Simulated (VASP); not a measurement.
# Be18H4C in VASP: notebook

Be18H4C is run at these levels: PBEsol; tasks: single point.

Everything below comes from runs of VASP 6.6.1. Logs are shortened: lines on timing, memory, paths and dates and some standing lists are left out, and cuts for length are marked.

### Step 1. The cell of the first run

The cell holds a slab with vacuum, 23 atoms: a = 4.580 Å, b = 6.870 Å, c = 16.588 Å, α = 90.00°, β = 90.00°, γ = 60.00°.

### Step 2. Single point, PBEsol

Input file INCAR:

```
SYSTEM = Be18H4C
  PREC = Accurate
  ENCUT = 520
  EDIFF = 1E-6
  ISMEAR = -1
  SIGMA = 0.15
  LREAL = Auto
  LASPH = .TRUE.
  NELM = 60
  ALGO = Normal
  ISIF = 2
  LWAVE = .FALSE.
  LCHARG = .FALSE.
  GGA = PS
  NBANDS = 39
```

Input file KPOINTS:

```
regular mesh
0
G
  5 4 1
  0 0 0
```

Input file POSCAR:

```
Be18H4C
1.0
    4.5800000000      0.0000000000      0.0000000000
    3.4350000000      5.9495950000      0.0000000000
    0.0000000000      0.0000000000     16.5884300000
Be C H
18 1 4
Direct
    0.0000000000      0.0000000000      0.0602829804
    0.5000000000      0.0000000000      0.0602829804
    0.0000000420      0.3333332773      0.0602829804
    0.5000000420      0.3333332773      0.0602829804
   -0.0000000420      0.6666667227      0.0602829804
    0.4999999580      0.6666667227      0.0602829804
   -0.1671425857      0.2224608566      0.1703072563
    0.3328984847      0.2224660670      0.1703044230
   -0.1671474118      0.5558349770      0.1703509615
    0.3328625517      0.5558129587      0.1703454154
   -0.1671462575      0.8891615312      0.1703146711
    0.3328628476      0.8891578334      0.1703539756
   -0.0000903009      0.0000610126      0.2803799998
    0.5000403507      0.0000460536      0.2803462413
    0.0001347687      0.3332386490      0.2803391279
    0.5000130347      0.3332702478      0.2803766842
   -0.0000216440      0.6667176505      0.2803716205
    0.4999939807      0.6666936153      0.2805106330
    0.6172209664      0.6606026124      0.5102360501
    0.3715313258      0.6854743894      0.4907801401
    0.8183438499      0.4978638042      0.4878415860
    0.6524718130      0.7958911489      0.4855607191
    0.6263806464      0.6631800988      0.5763467670
```

Potentials or basis: VASP PAW PBE potentials, release 64 (Be, C, H).

Launch:

```sh
cat potpaw_PBE.64/Be/POTCAR potpaw_PBE.64/C/POTCAR potpaw_PBE.64/H/POTCAR > POTCAR
mpirun -np 1 vasp_std > vasp.out
```

OUTCAR:

```text
SYSTEM = Be18H4C
   PREC = Accurate
   ENCUT = 520
   EDIFF = 1E-6
   ISMEAR = -1
   LREAL = Auto
   LASPH = .TRUE.
   NELM = 60
   ISIF = 2
   GGA = PS

 ion  position               nearest neighbor table
   1  0.000  0.000  0.060-  12 2.25  11 2.25   7 2.25   5 2.29   3 2.29   6 2.29   4 2.29   2 2.29
                             2 2.29
   2  0.500  0.000  0.060-  11 2.25  12 2.25   8 2.25   6 2.29   4 2.29   3 2.29   5 2.29   1 2.29
                             1 2.29
   3  0.000  0.333  0.060-   8 2.25   7 2.25   9 2.26   1 2.29   2 2.29   4 2.29   4 2.29   6 2.29
                             5 2.29
   4  0.500  0.333  0.060-   7 2.25   8 2.25  10 2.26   2 2.29   1 2.29   3 2.29   3 2.29   5 2.29
                             6 2.29
   5  1.000  0.667  0.060-  10 2.25   9 2.25  11 2.25   1 2.29   2 2.29   6 2.29   6 2.29   4 2.29
                             3 2.29
   6  0.500  0.667  0.060-   9 2.25  10 2.25  12 2.26   2 2.29   1 2.29   5 2.29   5 2.29   3 2.29
                             4 2.29
   7  0.833  0.222  0.170-   4 2.25  16 2.25   3 2.25  15 2.25   1 2.25  13 2.25  11 2.29   8 2.29
                            12 2.29  10 2.29   8 2.29   9 2.29
   8  0.333  0.222  0.170-  15 2.25   3 2.25   4 2.25  16 2.25   2 2.25  14 2.25   7 2.29  11 2.29
                            12 2.29  10 2.29   7 2.29   9 2.29
   9  0.833  0.556  0.170-   6 2.25  17 2.25  18 2.25   5 2.25  15 2.25   3 2.26  12 2.29  11 2.29
                            10 2.29  10 2.29   8 2.29   7 2.29
  10  0.333  0.556  0.170-  17 2.25   5 2.25   6 2.25  16 2.25   4 2.26  18 2.26   9 2.29   8 2.29
                             9 2.29   7 2.29  11 2.29  12 2.29
  11  0.833  0.889  0.170-  14 2.25   2 2.25   1 2.25  13 2.25   5 2.25  17 2.25   7 2.29   8 2.29
                             9 2.29  12 2.29  12 2.29  10 2.29
  12  0.333  0.889  0.170-  13 2.25   1 2.25  14 2.25   2 2.25   6 2.26  18 2.26   7 2.29   8 2.29
                             9 2.29  11 2.29  11 2.29  10 2.29
  13  1.000  0.000  0.280-  12 2.25  11 2.25   7 2.25  16 2.29  15 2.29  14 2.29  17 2.29  18 2.29
                            14 2.29
  14  0.500  0.000  0.280-  11 2.25  12 2.25   8 2.25  16 2.29  15 2.29  13 2.29  17 2.29  18 2.29
                            13 2.29
  15  0.000  0.333  0.280-   8 2.25   7 2.25   9 2.25  14 2.29  13 2.29  16 2.29  16 2.29  17 2.29
                            18 2.29
  16  0.500  0.333  0.280-   7 2.25   8 2.25  10 2.25  14 2.29  13 2.29  15 2.29  15 2.29  17 2.29
                            18 2.29
  17  1.000  0.667  0.280-  10 2.25   9 2.25  11 2.25  14 2.29  13 2.29  18 2.29  18 2.29  16 2.29
                            15 2.29
  18  0.500  0.667  0.281-   9 2.25  10 2.26  12 2.26  17 2.29  17 2.29  14 2.29  13 2.29  16 2.29
                            15 2.29
  19  0.617  0.661  0.510-  23 1.10  21 1.10  20 1.10  22 1.10
  20  0.372  0.685  0.491-  19 1.10
  21  0.818  0.498  0.488-  19 1.10
  22  0.652  0.796  0.486-  19 1.10
  23  0.626  0.663  0.576-  19 1.10

  LATTYP: Found a simple monoclinic cell.
 ALAT       =     4.5800000000
 B/A-ratio  =     3.6219279476
 C/A-ratio  =     1.3228757576
 COS(beta)  =    -0.1889822219

  Lattice vectors:

 A1 = (   4.5800000000,   0.0000000000,   0.0000000000)
 A2 = (   0.0000000000,   0.0000000000, -16.5884300000)
 A3 = (  -1.1450000000,   5.9495950000,   0.0000000000)

Analysis of symmetry for initial positions (statically):
=====================================================================
 Subroutine PRICEL returns:
 Original cell was already a primitive cell.

 Routine SETGRP: Setting up the symmetry group for a
 simple monoclinic supercell.

 Subroutine GETGRP returns: Found  1 space group operations
 (whereof  1 operations were pure point group operations)
 out of a pool of  4 trial point group operations.

The static configuration has the point symmetry C_1 .

Analysis of symmetry for dynamics (positions and initial velocities):
=====================================================================
 Subroutine PRICEL returns:
 Original cell was already a primitive cell.

 Routine SETGRP: Setting up the symmetry group for a
 simple monoclinic supercell.

 Subroutine GETGRP returns: Found  1 space group operations
 (whereof  1 operations were pure point group operations)
 out of a pool of  4 trial point group operations.

The dynamic configuration has the point symmetry C_1 .

 Subroutine INISYM returns: Found  1 space group operations
 (whereof  1 operations are pure point group operations),
 and found     1 'primitive' translations

----------------------------------------------------------------------------------------

                                     Primitive cell

  volume of cell :     452.0205

  direct lattice vectors                    reciprocal lattice vectors
     4.580000000  0.000000000  0.000000000     0.218340611 -0.126059001  0.000000000
     3.435000000  5.949595000  0.000000000     0.000000000  0.168078668  0.000000000
     0.000000000  0.000000000 16.588430000     0.000000000  0.000000000  0.060282980

  length of vectors
     4.580000000  6.870000412 16.588430000     0.252118016  0.168078668  0.060282980

  position of ions in fractional coordinates (direct lattice)
     0.000000000  0.000000000  0.060282980
     0.500000000  0.000000000  0.060282980
     0.000000042  0.333333277  0.060282980
     0.500000042  0.333333277  0.060282980
     0.999999958  0.666666723  0.060282980
     0.499999958  0.666666723  0.060282980
[... 15 lines left out ...]
     0.652471813  0.795891149  0.485560719
     0.626380646  0.663180099  0.576346767

  ion indices of the primitive-cell ions
   primitive index   ion index
                 1           1
                 2           2
                 3           3
                 4           4
                 5           5
                 6           6
[... 15 lines left out ...]
                22          22
                23          23

----------------------------------------------------------------------------------------

 KPOINTS: regular mesh

Automatic generation of k-mesh.
 Grid dimensions read from file:
 generate k-points for:    5    4    1

 Generating k-lattice:

  Cartesian coordinates                     Fractional coordinates (reciprocal lattice)
     0.043668122 -0.025211800  0.000000000     0.200000000 -0.000000000  0.000000000
     0.000000000  0.042019667  0.000000000     0.000000000  0.250000000  0.000000000
     0.000000000  0.000000000  0.060282980     0.000000000  0.000000000  1.000000000

  Length of vectors
     0.050423603  0.042019667  0.060282980

  Shift w.r.t. Gamma in fractional coordinates (k-lattice)
     0.000000000  0.000000000  0.000000000

 Subroutine IBZKPT returns following result:
 ===========================================

 Found     11 irreducible k-points:

 Following reciprocal coordinates:
            Coordinates               Weight
  0.000000  0.000000  0.000000      1.000000
  0.200000  0.000000  0.000000      2.000000
  0.400000 -0.000000  0.000000      2.000000
  0.000000  0.250000  0.000000      2.000000
  0.200000  0.250000  0.000000      2.000000
  0.400000  0.250000  0.000000      2.000000
 -0.400000  0.250000  0.000000      2.000000
 -0.200000  0.250000  0.000000      2.000000
  0.000000  0.500000  0.000000      1.000000
  0.200000  0.500000  0.000000      2.000000
  0.400000  0.500000  0.000000      2.000000
   k-points           NKPTS =     11   k-points in BZ     NKDIM =     11   number of bands    NBANDS=     39
   number of dos      NEDOS =    301   number of ions     NIONS =     23
   total plane-waves  NPLWV = 244944
   dimension x,y,z NGX =    36 NGY =   54 NGZ =  126
   dimension x,y,z NGXF=    72 NGYF=  108 NGZF=  252
   ions per type =              18   1   4
   NGX,Y,Z   is equivalent  to a cutoff of  13.07, 13.07, 12.63 a.u.
   NGXF,Y,Z  is equivalent  to a cutoff of  26.13, 26.13, 25.25 a.u.
 SYSTEM =  Be18H4C
   PREC   = accura    normal or accurate (medium, high low for compatibility)
   ISTART =      0    job   : 0-new  1-cont  2-samecut
   ICHARG =      2    charge: 1-file 2-atom 10-const
   ISPIN  =      1    spin polarized calculation?
   LNONCOLLINEAR =      F non collinear calculations
   LSORBIT =      F    spin-orbit coupling
   LASPH  =      T    aspherical Exc in radial PAW
   ENCUT  =  520.0 eV  38.22 Ry    6.18 a.u.   8.52 12.77 30.84*2*pi/ulx,y,z
   NELM   =     60;   NELMIN=  2; NELMDL= -5     # of ELM steps
   EDIFF  = 0.1E-05   stopping-criterion for ELM
   LREAL  =      T    real-space projection
   EDIFFG = 0.1E-04   stopping-criterion for IOM
   NSW    =      0    number of steps for IOM
   IBRION =     -1    ionic relax: 0-MD 1-quasi-New 2-CG
   NFREE  =      0    steps in history (QN), initial steepest desc. (CG)
   ISIF   =      2    stress and relaxation
   ISYM   =      2    0-nonsym 1-usesym 2-fastsym
   POTIM  = 0.5000    time-step for ionic-motion
   TEBEG  =    0.0;   TEEND  =   0.0 temperature during run
   PSTRESS=    0.0 pullay stress
   NELECT =      44.0000    total number of electrons
   NUPDOWN=      -1.0000    fix difference up-down
   EMIN   =  10.00;   EMAX   =-10.00  energy-range for DOS
   EFERMI =   0.00;   METHOD = LEGACY
   ISMEAR =    -1;   SIGMA  =   0.15  broadening in eV -4-tet -1-fermi 0-gaus
   EFERMI_NEDOS =   21; number of points for ismear=-14 and -15
   IALGO  =     38    algorithm
   IMIX   =      4    mixing-type and parameters
     AMIX     =   0.40;   BMIX     =  1.00
     AMIX_MAG =   1.60;   BMIX_MAG =  1.00
  volume/ion in A,a.u.               =      19.65       132.63
  Fermi-wavevector in a.u.,A,eV,Ry     =   0.753077  1.423110  7.716214  0.567126
  Thomas-Fermi vector in A             =   1.850435
   LORBIT       =      0    0 simple, 1 ext, 2 COOP (PROOUT), +10 PAW based schemes
   GGA     = PS    functional components
   LHFCALC =     F    Hartree Fock is set to
   AEXX    =    0.0000 exact exchange contribution
   IVDW    =     0    specifies the selected vdW correction
   LEPSILON=     F    determine dielectric tensor
   LRPA    =     F    only Hartree local field effects (RPA)
 non-spin polarized calculation
  energy-cutoff  :      520.00
  volume of cell :      452.02
 maximum number of plane-waves:     12198
 NGX is ok and might be reduce to    36
   NGX = 17   NGY = 25   NGZ = 61

 number of electron      44.0000001 magnetization

 Free energy of the ion-electron system (eV)
  ---------------------------------------------------
  ext. energy  EPLUGINS =         0.00000000
  ---------------------------------------------------
  free energy    TOTEN  =       -89.44010307 eV

  energy without entropy =      -89.06301253  energy(sigma->0) =      -89.25155780

 E-fermi :  -1.1965     XC(G=0):  -5.4042

 val. band max:       -1.2343349292   @ k =   0.0000   0.0000   0.0000
 cond. band min:      -1.1770412673   @ k =   0.4000  -0.0000   0.0000
 fundamental gap:      0.0572936620
 Fermi energy:        -1.1965114110

 k-point     1 :       0.0000    0.0000    0.0000
  band No.  band energies     occupation
      1     -12.9240      2.00000
      2     -10.7461      2.00000
      3      -8.5391      2.00000
      4      -7.5990      2.00000
      5      -7.5986      2.00000
      6      -5.4564      2.00000
[... 26 lines left out ...]
     33       3.3947      0.00000
     34       3.4131      0.00000
[... 338 lines left out ...]
      3      -8.8119      2.00000
      4      -7.8626      2.00000
      5      -7.5428      2.00000
      6      -6.5906      2.00000
[... 26 lines left out ...]
     33       4.1535      0.00000
     34       4.1612      0.00000
 [bands above 34 left out]

------------------------ aborting loop because EDIFF is reached ----------------------------------------

  FORCE on cell =-STRESS in cart. coord.  units (eV):
  Direction    XX          YY          ZZ          XY          YZ          ZX
  --------------------------------------------------------------------------------------
  -------------------------------------------------------------------------------------
  Total      -13.7571890    -13.2585907      0.2490374     -0.1481890      0.0049508      0.0010620
  in kB      -48.7620684    -46.9947973      0.8827078     -0.5252527      0.0175481      0.0037641
  external PRESSURE =     -31.6247193 kB  Pullay stress =       0.0000000 kB

 VOLUME and BASIS-vectors are now :
 -----------------------------------------------------------------------------
  energy-cutoff  :      520.00
  volume of cell :      452.02
      direct lattice vectors                 reciprocal lattice vectors
     4.580000000  0.000000000  0.000000000     0.218340611 -0.126059001  0.000000000
     3.435000000  5.949595000  0.000000000     0.000000000  0.168078668  0.000000000
     0.000000000  0.000000000 16.588430000     0.000000000  0.000000000  0.060282980

 POSITION                                       TOTAL-FORCE (eV/Angst)
 -----------------------------------------------------------------------------------
      0.00000      0.00000      1.00000        -0.000322      0.000802     -0.013031
      2.29000      0.00000      1.00000         0.000735      0.000225     -0.013303
      1.14500      1.98320      1.00000         0.000545     -0.000377     -0.013811
      3.43500      1.98320      1.00000        -0.000102     -0.001053     -0.012707
      6.87000      3.96640      1.00000        -0.000288     -0.000244     -0.013140
      4.58000      3.96640      1.00000         0.000710      0.000251     -0.009305
[... 15 lines left out ...]
      5.72221      4.73523      8.05469         0.010384      0.013533     -0.007085
      5.14685      3.94565      9.56069         0.000607      0.002917      0.031175
 -----------------------------------------------------------------------------------
    total drift:                               -0.002429      0.002259      0.003690

  FREE ENERGIE OF THE ION-ELECTRON SYSTEM (eV)
  ---------------------------------------------------
  free  energy   TOTEN  =       -89.4401030680 eV

  energy  without entropy=      -89.0630125280  energy(sigma->0) =      -89.25155780
```

Run time: 4.5 min. Hardware: 1 thread of Oxide Virtual Turin-like, shared host; peak memory 0.54 GiB.

Results:

* Free energy: -89.4401 eV
* Largest force: 0.031 eV/Å
* Band gap on the k mesh: zero (bands 22 and 23 overlap by 0.85 eV)

Forces in eV/Å, atoms in the order of the input:
```
Be   0.000  0.001 -0.013
Be   0.001  0.000 -0.013
Be   0.001  0.000 -0.014
Be   0.000 -0.001 -0.013
Be   0.000  0.000 -0.013
Be   0.001  0.000 -0.009
Be  -0.001  0.000  0.001
Be   0.001  0.000  0.000
Be   0.000 -0.001  0.003
Be   0.000  0.000 -0.002
Be   0.001  0.001 -0.002
Be  -0.001  0.000  0.000
Be   0.000 -0.001  0.012
Be   0.000  0.003  0.012
Be   0.000 -0.001  0.011
Be   0.000  0.000  0.012
Be   0.003 -0.001  0.011
Be  -0.004 -0.001  0.013
C   -0.002  0.006 -0.006
H   -0.019  0.000 -0.005
H    0.010 -0.022 -0.012
H    0.010  0.014 -0.007
H    0.001  0.003  0.031
```

Caveat: there is no dipole correction, which matters where the two faces differ; the PAW data sets were made with another functional, which shifts forces and pressure a little.

### Step 3. Single point, PBEsol

Input file INCAR:

```
SYSTEM = Be18H4C
PREC = Accurate
ENCUT = 520
EDIFF = 1E-6
ISMEAR = -1
SIGMA = 0.15
LREAL = Auto
LASPH = .TRUE.
NELM = 60
ALGO = Normal
ISIF = 2
LWAVE = .FALSE.
LCHARG = .FALSE.
GGA = PS
NBANDS = 39
```

KPOINTS is that of step 2.

Input file POSCAR:

```
Be18H4C
1.0
    4.5800000000      0.0000000000      0.0000000000
    3.4350000000      5.9495950000      0.0000000000
    0.0000000000      0.0000000000     16.5884300000
Be C H
18 1 4
Direct
    0.0000000000      0.0000000000      0.0602829804
    0.5000000000      0.0000000000      0.0602829804
    0.0000000420      0.3333332773      0.0602829804
    0.5000000420      0.3333332773      0.0602829804
   -0.0000000420      0.6666667227      0.0602829804
    0.4999999580      0.6666667227      0.0602829804
   -0.1671287808      0.2224625374      0.1703062918
    0.3328848981      0.2224643862      0.1703053876
   -0.1671440486      0.5558275815      0.1703491530
    0.3328593146      0.5558201861      0.1703472842
   -0.1671431917      0.8891603546      0.1703278128
    0.3328597818      0.8891590100      0.1703408942
   -0.0000469072      0.0000561383      0.2803687269
    0.4999968309      0.0000510959      0.2803575142
    0.0000940759      0.3332492380      0.2803516668
    0.5000535091      0.3332596589      0.2803641454
   -0.0000162482      0.6667095828      0.2804179781
    0.4999889293      0.6667015150      0.2804642754
    0.7172209664      0.6606026124      0.5102360501
    0.4715313258      0.6854743894      0.4907801401
    0.9183438499      0.4978638042      0.4878415860
    0.7524718130      0.7958911489      0.4855607191
    0.7263806464      0.6631800988      0.5763467670
```

Potentials or basis: VASP PAW PBE potentials, release 64 (Be, C, H).

Launch:

```sh
cat potpaw_PBE.64/Be/POTCAR potpaw_PBE.64/C/POTCAR potpaw_PBE.64/H/POTCAR > POTCAR
mpirun -np 1 vasp_std > vasp.out
```

Wall time 6.2 min (1 thread of Oxide Virtual Turin-like, shared host); peak memory 0.54 GiB.

Results (log left out):

```yaml
Free_energy: -89.4404 eV
Largest_force: 0.031 eV/Å
Band_gap_on_the_k_mesh: zero (bands 22 and 23 overlap by 0.85 eV)
```

Forces on the atoms (eV/Å):
```
Be   0.000  0.001 -0.013
Be   0.001  0.000 -0.013
Be   0.000  0.000 -0.014
Be   0.001 -0.001 -0.013
Be   0.000  0.000 -0.012
Be   0.001  0.000 -0.011
Be  -0.001  0.000  0.002
Be   0.001  0.000 -0.001
Be   0.000 -0.001  0.004
Be   0.000 -0.001 -0.003
Be   0.001  0.001 -0.002
Be  -0.001  0.001  0.000
Be   0.000 -0.001  0.012
Be   0.000  0.003  0.013
Be   0.000 -0.001  0.011
Be   0.000  0.001  0.012
Be   0.005 -0.001  0.013
Be  -0.005 -0.001  0.013
C   -0.001  0.003 -0.006
H   -0.020  0.001 -0.006
H    0.010 -0.022 -0.012
H    0.010  0.014 -0.008
H    0.001  0.003  0.031
```

Levels at points of the mesh, in eV from the Fermi level:
```csv
k point,band 19,band 20,band 21,band 22,band 23,band 24,band 25,band 26
"(0.00, 0.00, 0.00)",-1.75,-0.87,-0.87,-0.04,-0.04,2.10,2.10,2.86
"(0.00, 0.50, 0.00)",-1.74,-1.74,-0.82,-0.80,-0.04,-0.04,2.86,2.86
```

Caveat: there is no dipole correction, which matters where the two faces differ; the PAW data sets were made with another functional, which shifts forces and pressure a little.

[end of part 1 of 2]

The gap in the log of VASP goes by the Fermi energy; the results here count the filled bands.